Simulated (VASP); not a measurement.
# TiB2 (P-6m2) in VASP: single point with PBE

Aim: the single point of TiB2 with PBE.

Program: VASP 6.6.1. These are calculated values, not measurements. Logs are shortened: lines on timing, memory, paths and dates and some standing lists are left out, and cuts for length are marked.

## Step 1: The cell of the first run

Symmetry: P-6m2, No. 187, hexagonal system. The conventional cell has a = 3.734 Å, b = 3.734 Å, c = 3.118 Å, α = 90.00°, β = 90.00°, γ = 120.00°. Within 2.9 Å of Ti (site symmetry -6m2) lie 9 B at 2.16 to 2.66 Å. B (site symmetry -6m2) has 2 B at 1.56 Å within 2.1 Å. Within 2.1 Å of B (site symmetry -6m2) lie 2 B at 1.56 Å.

## Step 2: Single point, PBE

Input file INCAR:

```
PREC = Accurate
ENCUT = 500
EDIFF = 1E-6
ISMEAR = 0
SIGMA = 0.2
LREAL = False
LASPH = True
NELM = 120
ALGO = Normal
ISIF = 2
LWAVE = False
LCHARG = False
GGA = PE
NBANDS = 16
GGA_COMPAT = False
```

Input file KPOINTS:

```
Automatic mesh
0
Gamma
  7 7 5
```

Input file POSCAR:

```
TiB2
1.0
    3.7342857568     -0.0000000036      0.0000000000
   -1.8671428753      3.2339863321      0.0000000000
    0.0000000000      0.0000000000      3.1178503983
Ti B
1 2
Direct
    0.3333333333      0.6666666667      0.6326000878
    0.6666666667      0.3333333333      0.6326006221
    0.6666666667      0.3333333333      0.1325986801
```

Potentials or basis: VASP PAW PBE potentials, release 64 (Ti_sv, B).

Command:

```sh
$ cat potpaw_PBE.64/Ti_sv/POTCAR potpaw_PBE.64/B/POTCAR > POTCAR
$ mpirun -np 1 vasp_std > vasp.out
```

OUTCAR:

```text
PREC = Accurate
   ENCUT = 500
   EDIFF = 1E-6
   ISMEAR = 0
   LREAL = False
   LASPH = True
   NELM = 120
   ISIF = 2
   GGA = PE

 ion  position               nearest neighbor table
   1  0.333  0.667  0.633-   2 2.16   2 2.16   2 2.16
   2  0.667  0.333  0.633-   3 1.56   3 1.56   1 2.16   1 2.16   1 2.16
   3  0.667  0.333  0.133-   2 1.56   2 1.56

  LATTYP: Found a hexagonal cell.
 ALAT       =     3.7342857568
 C/A-ratio  =     0.8349254988

  Lattice vectors:

 A1 = (   3.7342857568,  -0.0000000036,   0.0000000000)
 A2 = (  -1.8671428753,   3.2339863321,   0.0000000000)
 A3 = (   0.0000000000,   0.0000000000,   3.1178503983)

Analysis of symmetry for initial positions (statically):
=====================================================================
 Subroutine PRICEL returns:
 Original cell was already a primitive cell.

 Routine SETGRP: Setting up the symmetry group for a
 hexagonal supercell.

 Subroutine GETGRP returns: Found 12 space group operations
 (whereof  6 operations were pure point group operations)
 out of a pool of 24 trial point group operations.

The static configuration has the point symmetry C_3v.
 The point group associated with its full space group is D_3h.

Analysis of symmetry for dynamics (positions and initial velocities):
=====================================================================
 Subroutine PRICEL returns:
 Original cell was already a primitive cell.

 Routine SETGRP: Setting up the symmetry group for a
 hexagonal supercell.

 Subroutine GETGRP returns: Found 12 space group operations
 (whereof  6 operations were pure point group operations)
 out of a pool of 24 trial point group operations.

The dynamic configuration has the point symmetry C_3v.
 The point group associated with its full space group is D_3h.

 Subroutine INISYM returns: Found 12 space group operations
 (whereof  6 operations are pure point group operations),
 and found     1 'primitive' translations

----------------------------------------------------------------------------------------

                                     Primitive cell

  volume of cell :      37.6531

  direct lattice vectors                    reciprocal lattice vectors
     3.734285757 -0.000000004  0.000000000     0.267788826  0.154607951  0.000000000
    -1.867142875  3.233986332  0.000000000     0.000000000  0.309215902  0.000000000
     0.000000000  0.000000000  3.117850398     0.000000000  0.000000000  0.320733798

  length of vectors
[... 85 lines left out ...]
   EDIFFG = 0.1E-04   stopping-criterion for IOM
   NSW    =      0    number of steps for IOM
   IBRION =     -1    ionic relax: 0-MD 1-quasi-New 2-CG
   NFREE  =      0    steps in history (QN), initial steepest desc. (CG)
   ISIF   =      2    stress and relaxation
   ISYM   =      2    0-nonsym 1-usesym 2-fastsym
   POTIM  = 0.5000    time-step for ionic-motion
   TEBEG  =    0.0;   TEEND  =   0.0 temperature during run
   PSTRESS=    0.0 pullay stress
   NELECT =      18.0000    total number of electrons
   NUPDOWN=      -1.0000    fix difference up-down
   EMIN   =  10.00;   EMAX   =-10.00  energy-range for DOS
   EFERMI =   0.00;   METHOD = LEGACY
   ISMEAR =     0;   SIGMA  =   0.20  broadening in eV -4-tet -1-fermi 0-gaus
   EFERMI_NEDOS =   21; number of points for ismear=-14 and -15
   IALGO  =     38    algorithm
   IMIX   =      4    mixing-type and parameters
     AMIX     =   0.40;   BMIX     =  1.00
     AMIX_MAG =   1.60;   BMIX_MAG =  1.00
  volume/ion in A,a.u.               =      12.55        84.70
  Fermi-wavevector in a.u.,A,eV,Ry     =   1.280065  2.418972 22.294047  1.638566
  Thomas-Fermi vector in A             =   2.412514
   LORBIT       =      0    0 simple, 1 ext, 2 COOP (PROOUT), +10 PAW based schemes
   GGA     = PE    functional components
   LHFCALC =     F    Hartree Fock is set to
   AEXX    =    0.0000 exact exchange contribution
   IVDW    =     0    specifies the selected vdW correction
   LEPSILON=     F    determine dielectric tensor
   LRPA    =     F    only Hartree local field effects (RPA)
 non-spin polarized calculation
 Gauss-broadening in eV      SIGMA  =   0.20
  energy-cutoff  :      500.00
  volume of cell :       37.65
 maximum number of plane-waves:       966
 NGX is ok and might be reduce to    28
   NGX = 13   NGY = 13   NGZ = 11

 number of electron      18.0000000 magnetization

 Free energy of the ion-electron system (eV)
  ---------------------------------------------------
  ext. energy  EPLUGINS =         0.00000000
  ---------------------------------------------------
  free energy    TOTEN  =       -21.08476505 eV

  energy without entropy =      -21.01152530  energy(sigma->0) =      -21.04814517

 E-fermi :   5.2481     XC(G=0): -10.5809

 val. band max:        5.2462334153   @ k =   0.2857   0.1429   0.4000
 cond. band min:       5.2559438716   @ k =   0.2857   0.2857   0.2000
 fundamental gap:      0.0097104562
 Fermi energy:         5.2480851623

 k-point     1 :       0.0000    0.0000    0.0000
  band No.  band energies     occupation
      1     -51.6056      2.00000
      2     -27.9411      2.00000
      3     -27.9411      2.00000
      4     -27.5997      2.00000
      5      -5.5564      2.00000
      6       1.5814      2.00000
[... 433 lines left out ...]
      3     -27.9539      2.00000
      4     -27.7529      2.00000
      5      -2.9596      2.00000
      6      -1.4226      2.00000
[... 8 lines left out ...]
     15      10.5860      0.00000
     16      15.2296      0.00000

------------------------ aborting loop because EDIFF is reached ----------------------------------------

  FORCE on cell =-STRESS in cart. coord.  units (eV):
  Direction    XX          YY          ZZ          XY          YZ          ZX
  --------------------------------------------------------------------------------------
  -------------------------------------------------------------------------------------
  Total        0.0546228      0.0546228      0.0017229     -0.0000000      0.0000000      0.0000000
  in kB        2.3242534      2.3242534      0.0733099     -0.0000000      0.0000000      0.0000000
  external PRESSURE =       1.5739389 kB  Pullay stress =       0.0000000 kB

 VOLUME and BASIS-vectors are now :
 -----------------------------------------------------------------------------
  energy-cutoff  :      500.00
  volume of cell :       37.65
      direct lattice vectors                 reciprocal lattice vectors
     3.734285757 -0.000000004  0.000000000     0.267788826  0.154607951  0.000000000
    -1.867142875  3.233986332  0.000000000     0.000000000  0.309215902  0.000000000
     0.000000000  0.000000000  3.117850398     0.000000000  0.000000000  0.320733798

 POSITION                                       TOTAL-FORCE (eV/Angst)
 -----------------------------------------------------------------------------------
      0.00000      2.15599      1.97235        -0.000000     -0.000000     -0.000000
      1.86714      1.07800      1.97235         0.000000      0.000000     -0.000000
      1.86714      1.07800      0.41342        -0.000000      0.000000      0.000000
 -----------------------------------------------------------------------------------
    total drift:                                0.000001     -0.000001     -0.000304

  FREE ENERGIE OF THE ION-ELECTRON SYSTEM (eV)
  ---------------------------------------------------
  free  energy   TOTEN  =       -21.0847650480 eV

  energy  without entropy=      -21.0115253012  energy(sigma->0) =      -21.04814517
```

OSZICAR:

```text
N       E                     dE             d eps       ncg     rms          rms(c)
DAV:   1     0.140637578315E+03    0.14064E+03   -0.90161E+03   768   0.119E+03
DAV:   2    -0.142283219516E+02   -0.15487E+03   -0.14940E+03   808   0.340E+02
DAV:   3    -0.282167775516E+02   -0.13988E+02   -0.13849E+02  1488   0.880E+01
DAV:   4    -0.285350514091E+02   -0.31827E+00   -0.31810E+00   800   0.127E+01
DAV:   5    -0.285437984207E+02   -0.87470E-02   -0.87458E-02  1200   0.175E+00    0.146E+01
DAV:   6    -0.216158575239E+02    0.69279E+01   -0.42057E+01  1112   0.512E+01    0.718E+00
DAV:   7    -0.211385554053E+02    0.47730E+00   -0.62778E+00   960   0.250E+01    0.335E+00
DAV:   8    -0.210806420636E+02    0.57913E-01   -0.46305E-01  1072   0.586E+00    0.149E+00
DAV:   9    -0.210843590850E+02   -0.37170E-02   -0.72116E-02  1016   0.278E+00    0.336E-01
DAV:  10    -0.210846186173E+02   -0.25953E-03   -0.32104E-03  1032   0.539E-01    0.143E-01
DAV:  11    -0.210847471389E+02   -0.12852E-03   -0.53526E-04  1272   0.209E-01    0.477E-02
DAV:  12    -0.210847650295E+02   -0.17891E-04   -0.59937E-05  1120   0.678E-02    0.135E-02
DAV:  13    -0.210847650480E+02   -0.18487E-07   -0.53917E-06   960   0.176E-02
   1 F= -.21084765E+02 E0= -.21048145E+02  d E =-.732397E-01
```

It took 6.7 s on 1 thread of Intel Xeon 6975P-C (Granite Rapids), shared host; peak memory 0.15 GiB.

Results:

```
Free energy            : -21.0848 eV
Pressure               : 0.2 GPa
Band gap on the k mesh : zero (band 9 reaches 5.55 eV, above the bottom of band 10 at 5.06 eV)
```

Caveat: the k points lie up to 0.40 Å⁻¹ apart.
